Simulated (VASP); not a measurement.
# Sr (Im-3m) in VASP: notebook

Aim: see how the results for Sr move with the level of theory and the settings. Levels: SVWN5, LDA, PBEsol, PBE. Tasks: single point.

All numbers are computed with VASP 6.6.1; they aren't measurements. Logs are shortened: lines on timing, memory, paths and dates and some standing lists are left out, and cuts for length are marked.

## (1) The cell of the first run

It takes space group Im-3m (No. 229, cubic). Conventional cell: a = 4.966 Å, b = 4.966 Å, c = 4.966 Å, α = 90.00°, β = 90.00°, γ = 90.00°. Sr (site symmetry m-3m) has 14 Sr at 4.30 to 4.97 Å within 5.6 Å.

## (2) Single point, SVWN5, collinear spin, ferromagnetic start (volume scaled by 1.06)

INCAR reads:

```
ALGO = Normal
EDIFF = 1E-6
ENCUT = 520
GGA = VW
ISIF = 2
ISMEAR = -1
ISPIN = 2
LASPH = True
LCHARG = True
LELF = True
LORBIT = 11
LREAL = False
LVHAR = True
LWAVE = False
MAGMOM = 0.5
NBANDS = 15
NELM = 150
PREC = Accurate
SIGMA = 0.05
```

KPOINTS reads:

```
k-points
0
Gamma
  8 8 8
```

POSCAR reads:

```
Sr
1.0
   -2.4827572226      2.4827572226      2.4827572226
    2.4827572226     -2.4827572226      2.4827572226
    2.4827572226      2.4827572226     -2.4827572226
Sr
1
Direct
    0.0000000000      0.0000000000      0.0000000000
```

Potentials or basis: VASP PAW PBE potentials, release 64 (Sr_sv).

Launch:

```sh
$ cat potpaw_PBE.64/Sr_sv/POTCAR > POTCAR
$ mpirun -np 1 vasp_std > vasp.out
```

OUTCAR:

```text
EDIFF = 1E-6
   ENCUT = 520
   GGA = VW
   ISIF = 2
   ISMEAR = -1
   ISPIN = 2
   LASPH = True
   LORBIT = 11
   LREAL = False
   NELM = 150
   PREC = Accurate

 ion  position               nearest neighbor table
   1  0.000  0.000  0.000-

  LATTYP: Found a body centered cubic cell.
 ALAT       =     4.9655144452

  Lattice vectors:

 A1 = (  -2.4827572226,   2.4827572226,   2.4827572226)
 A2 = (   2.4827572226,  -2.4827572226,   2.4827572226)
 A3 = (   2.4827572226,   2.4827572226,  -2.4827572226)

Analysis of symmetry for initial positions (statically):
=====================================================================
 Subroutine PRICEL returns:
 Original cell was already a primitive cell.

 Routine SETGRP: Setting up the symmetry group for a
 body centered cubic supercell.

 Subroutine GETGRP returns: Found 48 space group operations
 (whereof 48 operations were pure point group operations)
 out of a pool of 48 trial point group operations.

The static configuration has the point symmetry O_h .

Analysis of symmetry for dynamics (positions and initial velocities):
=====================================================================
 Subroutine PRICEL returns:
 Original cell was already a primitive cell.

 Routine SETGRP: Setting up the symmetry group for a
 body centered cubic supercell.

 Subroutine GETGRP returns: Found 48 space group operations
 (whereof 48 operations were pure point group operations)
 out of a pool of 48 trial point group operations.

The dynamic configuration has the point symmetry O_h .

Analysis of structural, dynamic, and magnetic symmetry:
=====================================================================
 Subroutine PRICEL returns:
 Original cell was already a primitive cell.

 Routine SETGRP: Setting up the symmetry group for a
 body centered cubic supercell.

 Subroutine GETGRP returns: Found 48 space group operations
 (whereof 48 operations were pure point group operations)
 out of a pool of 48 trial point group operations.

The overall configuration has the point symmetry O_h .

 Subroutine INISYM returns: Found 48 space group operations
 (whereof 48 operations are pure point group operations),
 and found     1 'primitive' translations

----------------------------------------------------------------------------------------

                                     Primitive cell

  volume of cell :      61.2157

  direct lattice vectors                    reciprocal lattice vectors
    -2.482757223  2.482757223  2.482757223     0.000000000  0.201389002  0.201389002
     2.482757223 -2.482757223  2.482757223     0.201389002  0.000000000  0.201389002
     2.482757223  2.482757223 -2.482757223     0.201389002  0.201389002  0.000000000

  length of vectors
     4.300261652  4.300261652  4.300261652     0.284807058  0.284807058  0.284807058

  position of ions in fractional coordinates (direct lattice)
     0.000000000  0.000000000  0.000000000

  ion indices of the primitive-cell ions
   primitive index   ion index
                 1           1

----------------------------------------------------------------------------------------

 KPOINTS: k-points

Automatic generation of k-mesh.
 Grid dimensions read from file:
 generate k-points for:    8    8    8

 Generating k-lattice:

  Cartesian coordinates                     Fractional coordinates (reciprocal lattice)
     0.000000000  0.025173625  0.025173625     0.125000000  0.000000000  0.000000000
     0.025173625  0.000000000  0.025173625     0.000000000  0.125000000  0.000000000
     0.025173625  0.025173625  0.000000000     0.000000000  0.000000000  0.125000000

  Length of vectors
     0.035600882  0.035600882  0.035600882

  Shift w.r.t. Gamma in fractional coordinates (k-lattice)
     0.000000000  0.000000000  0.000000000

 Subroutine IBZKPT returns following result:
 ===========================================

 Found     29 irreducible k-points:

 Following reciprocal coordinates:
            Coordinates               Weight
  0.000000  0.000000  0.000000      1.000000
  0.125000  0.000000  0.000000     12.000000
  0.250000  0.000000  0.000000     12.000000
  0.375000  0.000000  0.000000     12.000000
  0.500000  0.000000  0.000000      6.000000
  0.125000  0.125000  0.000000     24.000000
[... 16 lines left out ...]
 -0.250000  0.250000  0.250000      6.000000
 -0.375000  0.375000  0.250000     24.000000
 [... further k-points ...]
   k-points           NKPTS =     29   k-points in BZ     NKDIM =     29   number of bands    NBANDS=     15
   number of dos      NEDOS =    301   number of ions     NIONS =      1
   total plane-waves  NPLWV =  32768
   dimension x,y,z NGX =    32 NGY =   32 NGZ =   32
   dimension x,y,z NGXF=    64 NGYF=   64 NGZF=   64
   ions per type =               1
   NGX,Y,Z   is equivalent  to a cutoff of  12.37, 12.37, 12.37 a.u.
   NGXF,Y,Z  is equivalent  to a cutoff of  24.74, 24.74, 24.74 a.u.
 SYSTEM =  unknown system
   PREC   = accura    normal or accurate (medium, high low for compatibility)
   ISTART =      0    job   : 0-new  1-cont  2-samecut
   ICHARG =      2    charge: 1-file 2-atom 10-const
   ISPIN  =      2    spin polarized calculation?
   LNONCOLLINEAR =      F non collinear calculations
   LSORBIT =      F    spin-orbit coupling
   LASPH  =      T    aspherical Exc in radial PAW
   ENCUT  =  520.0 eV  38.22 Ry    6.18 a.u.   8.00  8.00  8.00*2*pi/ulx,y,z
   NELM   =    150;   NELMIN=  2; NELMDL= -5     # of ELM steps
   EDIFF  = 0.1E-05   stopping-criterion for ELM
   LREAL  =      F    real-space projection
   EDIFFG = 0.1E-04   stopping-criterion for IOM
   NSW    =      0    number of steps for IOM
   IBRION =     -1    ionic relax: 0-MD 1-quasi-New 2-CG
   NFREE  =      0    steps in history (QN), initial steepest desc. (CG)
   ISIF   =      2    stress and relaxation
   ISYM   =      2    0-nonsym 1-usesym 2-fastsym
   POTIM  = 0.5000    time-step for ionic-motion
   TEBEG  =    0.0;   TEEND  =   0.0 temperature during run
   PSTRESS=    0.0 pullay stress
   NELECT =      10.0000    total number of electrons
   NUPDOWN=      -1.0000    fix difference up-down
   EMIN   =  10.00;   EMAX   =-10.00  energy-range for DOS
   EFERMI =   0.00;   METHOD = LEGACY
   ISMEAR =    -1;   SIGMA  =   0.05  broadening in eV -4-tet -1-fermi 0-gaus
   EFERMI_NEDOS =   21; number of points for ismear=-14 and -15
   IALGO  =     38    algorithm
   IMIX   =      4    mixing-type and parameters
     AMIX     =   0.40;   BMIX     =  1.00
     AMIX_MAG =   1.60;   BMIX_MAG =  1.00
  volume/ion in A,a.u.               =      61.22       413.10
  Fermi-wavevector in a.u.,A,eV,Ry     =   0.894926  1.691165 10.896811  0.800893
  Thomas-Fermi vector in A             =   2.017193
   LORBIT       =     11    0 simple, 1 ext, 2 COOP (PROOUT), +10 PAW based schemes
   GGA     = VW    functional components
   LHFCALC =     F    Hartree Fock is set to
   AEXX    =    0.0000 exact exchange contribution
   IVDW    =     0    specifies the selected vdW correction
   LEPSILON=     F    determine dielectric tensor
   LRPA    =     F    only Hartree local field effects (RPA)
 spin polarized calculation
  energy-cutoff  :      520.00
  volume of cell :       61.22
 maximum number of plane-waves:      1686
   NGX = 15   NGY = 15   NGZ = 15

 number of electron      10.0000000 magnetization      -0.0234971

 number of electron      10.0000000 magnetization       0.0051649

 Free energy of the ion-electron system (eV)
  ---------------------------------------------------
  ext. energy  EPLUGINS =         0.00000000
  ---------------------------------------------------
  free energy    TOTEN  =        36.93108453 eV

  energy without entropy =       36.94113981  energy(sigma->0) =       36.93611217

 E-fermi :   1.0618     XC(G=0):  -7.2191

 val. band max:        1.0367438516   @ k =   0.5000   0.5000   0.3750
 cond. band min:       1.0778100129   @ k =   0.5000   0.5000   0.2500
 fundamental gap:      0.0410661612
 Fermi energy:         1.0617795320

 spin component 1

 k-point     1 :       0.0000    0.0000    0.0000
  band No.  band energies     occupation
      1     -35.7447      1.00000
      2     -17.6591      1.00000
      3     -17.6591      1.00000
      4     -17.6591      1.00000
      5      -2.4668      1.00000
      6       3.1664      0.00000
      7       3.1664      0.00000
      8       3.1664      0.00000
      9       4.3866      0.00000
     10       4.3866      0.00000
     11       8.7979      0.00000
     12       8.7979      0.00000
     13       8.7979      0.00000
     14      12.0276      0.00000
     15      12.0276      0.00000
[... 397 lines left out ...]
 k-point    24 :      -0.3750    0.3750    0.2500
  band No.  band energies     occupation
      1     -35.7330      1.00000
      2     -17.7622      1.00000
      3     -17.7257      1.00000
      4     -17.7112      1.00000
      5       0.1360      1.00000
      6       1.6195      0.00001
      7       2.9541      0.00000
      8       3.0588      0.00000
      9       4.1450      0.00000
     10       4.8810      0.00000
     11       6.8828      0.00000
     12       7.7283      0.00000
     13       8.4420      0.00000
     14      10.6450      0.00000
     15      11.9112      0.00000

 [... further k-points ...]

 spin component 2

 k-point     1 :       0.0000    0.0000    0.0000
  band No.  band energies     occupation
      1     -35.6920      1.00000
      2     -17.6140      1.00000
      3     -17.6140      1.00000
      4     -17.6140      1.00000
      5      -2.4677      1.00000
      6       3.1780      0.00000
      7       3.1780      0.00000
      8       3.1780      0.00000
      9       4.4015      0.00000
     10       4.4015      0.00000
     11       8.8014      0.00000
     12       8.8014      0.00000
     13       8.8014      0.00000
     14      12.0427      0.00000
     15      12.0427      0.00000
[... 397 lines left out ...]
 k-point    24 :      -0.3750    0.3750    0.2500
  band No.  band energies     occupation
      1     -35.6802      1.00000
      2     -17.7178      1.00000
      3     -17.6810      1.00000
      4     -17.6664      1.00000
      5       0.1405      1.00000
      6       1.6283      0.00001
      7       2.9647      0.00000
      8       3.0676      0.00000
      9       4.1543      0.00000
     10       4.8964      0.00000
     11       6.8928      0.00000
     12       7.7454      0.00000
     13       8.4554      0.00000
     14      10.6629      0.00000
     15      11.9142      0.00000

 [... further k-points ...]
[... 5 lines left out ...]
  --------------------------------------------------------------------------------------
  -------------------------------------------------------------------------------------
  Total       -0.8557144     -0.8557144     -0.8557144     -0.0000000     -0.0000000      0.0000000
  in kB      -22.3963215    -22.3963215    -22.3963215     -0.0000000     -0.0000000      0.0000000
  external PRESSURE =     -22.3963215 kB  Pullay stress =       0.0000000 kB

 VOLUME and BASIS-vectors are now :
 -----------------------------------------------------------------------------
  energy-cutoff  :      520.00
  volume of cell :       61.22
      direct lattice vectors                 reciprocal lattice vectors
    -2.482757223  2.482757223  2.482757223     0.000000000  0.201389002  0.201389002
     2.482757223 -2.482757223  2.482757223     0.201389002  0.000000000  0.201389002
     2.482757223  2.482757223 -2.482757223     0.201389002  0.201389002  0.000000000

 POSITION                                       TOTAL-FORCE (eV/Angst)
 -----------------------------------------------------------------------------------
      0.00000      0.00000      0.00000         0.000000      0.000000     -0.000000
 -----------------------------------------------------------------------------------
    total drift:                                0.000000      0.000000     -0.000000

  FREE ENERGIE OF THE ION-ELECTRON SYSTEM (eV)
  ---------------------------------------------------
  free  energy   TOTEN  =        36.9310845294 eV

  energy  without entropy=       36.9411398119  energy(sigma->0) =       36.93611217

 total charge

# of ion       s       p       d       tot
------------------------------------------
    1        2.065   5.633   0.120   7.819

 magnetization (x)

# of ion       s       p       d       tot
------------------------------------------
    1       -0.001  -0.007   0.001  -0.006
```

Run time: 20 s. Hardware: 1 thread of Intel Xeon Platinum 8488C (Sapphire Rapids), shared host; peak memory 0.18 GiB.

Results:

```yaml
Free_energy: 36.9311 eV
Pressure: -2.2 GPa
Band_gap_on_the_k_mesh: zero (filled and empty bands overlap)
Net_moment: 0.01 μB per cell
Valence_electrons_inside_the_program's_atomic_spheres: Sr 7.82
```

Caveat: the cell differs from its parent crystal (volume scaled by 1.06); the PAW data sets were made with another functional, which shifts forces and pressure a little.

## (3) Single point, LDA

This run uses another cell than the first one, of 57.75 Å³/atom, 0.943 times its volume.

INCAR reads:

```
PREC     = Accurate       # precision mode
ENCUT    = 520            # plane-wave cutoff, eV
EDIFF    = 1E-6           # SCF threshold, eV
ISMEAR   = 0              # smearing method
SIGMA    = 0.1            # smearing width, eV
LREAL    = False          # projectors in reciprocal space
LASPH    = True           # aspherical terms in the spheres
NELM     = 80             # most SCF steps
ALGO     = Normal         # electronic algorithm
ISIF     = 2              # what is computed and relaxed
LWAVE    = False          # write WAVECAR
LCHARG   = False          # write CHGCAR
NBANDS   = 11             # bands
```

KPOINTS reads:

```
Automatic mesh
0
Gamma
  8 8 8
```

POSCAR reads:

```
Sr
1.0
   -2.4350000000      2.4350000000      2.4350000000
    2.4350000000     -2.4350000000      2.4350000000
    2.4350000000      2.4350000000     -2.4350000000
Sr
1
Direct
    0.0000000000      0.0000000000      0.0000000000
```

Potentials or basis: VASP PAW LDA potentials, release 64 (Sr_sv).

Launch:

```sh
$ cat potpaw_LDA.64/Sr_sv/POTCAR > POTCAR
$ mpirun -np 1 vasp_std > vasp.out
```

Wall time 12 s (1 thread of Intel Xeon 8259CL, shared host); peak memory 0.16 GiB.

Results (log left out):

| Quantity | Value |
| --- | --- |
| Free energy | -1.8350 eV |
| Pressure | -1.9 GPa |
| Band gap on the k mesh | zero (band 5 reaches 1.59 eV, above the bottom of band 6 at 1.17 eV) |

Levels at points of the mesh, in eV from the Fermi level:
```
           k point  band 1  band 2  band 3  band 4  band 5  band 6  band 7  band 8  band 9  band 10
(0.00, 0.00, 0.00)  -36.57  -18.55  -18.55  -18.55   -3.59    2.19    2.19    2.19    3.48     3.48
(0.50, 0.00, 0.00)  -36.55  -18.73  -18.61  -18.55   -1.03    0.21    1.12    3.25    3.91     5.05
(0.50, 0.50, 0.50)  -36.54  -18.68  -18.68  -18.68   -0.10   -0.10    3.42    3.42    3.42     4.68
```

(Part 1 of 2 ends here.)
